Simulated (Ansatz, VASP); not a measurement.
Sb: VASP beside Ansatz

```
Sb
1.0
     5.51757    0.00000    0.00000
    -2.75878    4.77835    0.00000
     0.00000    0.00000    3.15660
Sb
3
Cartesian
  0.0000 0.0000 0.0000
  0.0000 3.1856 1.5783
  2.7588 1.5928 1.5783
```

Alike in both runs: functional PBE; k mesh 6 × 6 × 6; occupations gaussian, width 0.1 eV; no spin polarisation.

Ansatz relaxed the structure, and its values are those at the end. VASP's run is a single point on that final structure, the one shown.

|  | VASP | Ansatz |
| --- | --- | --- |
| version | VASP 6.6.1 | Ansatz 0.2.0 |
| potentials or method | VASP PAW PBE potentials, release 64 (Sb), cutoff 520 eV | scalar-relativistic, plane waves, PAW |
| valence electrons in the cell | 15 | 45 |

Ansatz gave:

* gap on the k mesh at the Fermi level (eV): none
* pressure (GPa): 0.0

Estimate VASP's values.

gap on the k mesh at the Fermi level (eV): none; pressure (GPa): -0.1.

A gap of «none» marks a metal or a gap that the smearing closes. The functional is the same, so the differences come from potentials, cutoffs and numerics. VASP's potentials hold 15 valence electrons a cell and Ansatz's 45, so a difference there can come from the potentials and not from the codes.

Spin-orbit coupling is off throughout.
